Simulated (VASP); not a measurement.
A run of VASP 6.6.1:

File INCAR:

```
SYSTEM = ZnS
ALGO     = Normal         ! electronic algorithm
EDIFF    = 1E-8           ! SCF threshold, eV
ENCUT    = 520            ! plane-wave cutoff, eV
GGA      = PS             ! functional
ISIF     = 2              ! what is computed and relaxed
ISMEAR   = -1             ! smearing method
LASPH    = .True.         ! aspherical terms in the spheres
LCHARG   = .False.        ! write CHGCAR
LEFG     = .True.       
LREAL    = .False.        ! projectors in reciprocal space
LWAVE    = .False.        ! write WAVECAR
NBANDS   = 26             ! bands
NELM     = 60             ! most SCF steps
PREC     = Accurate       ! precision mode
SIGMA    = 0.02           ! smearing width, eV
```

File KPOINTS:

```
k-points
0
Gamma
  13 13 7
  0 0 0
```

The input POSCAR:

```
ZnS
1.0
    3.8227000000      0.0000000000      0.0000000000
   -1.9113500000      3.3105553110      0.0000000000
    0.0000000000      0.0000000000      6.2607000000
Zn S
2 2
Direct
    0.3333333333      0.6666666667      0.0000000000
    0.6666666667      0.3333333333      0.5000000000
    0.3333333333      0.6666666667      0.3748000000
    0.6666666667      0.3333333333      0.8748000000
```

Potentials or basis: VASP PAW PBE potentials, release 64 (Zn, S).

The run is started by

```bash
$ cat potpaw_PBE.64/Zn/POTCAR potpaw_PBE.64/S/POTCAR > POTCAR
$ mpirun -np 1 vasp_std > vasp.out
```

Hardware: 1 thread of Intel Xeon 8259CL, on a shared host.

How long does it take, and how much memory?

It took 4.7 min on 1 thread of Intel Xeon 8259CL, with other jobs on the host, peak memory 0.28 GiB. Counts: scf iterations 16, k points 84.
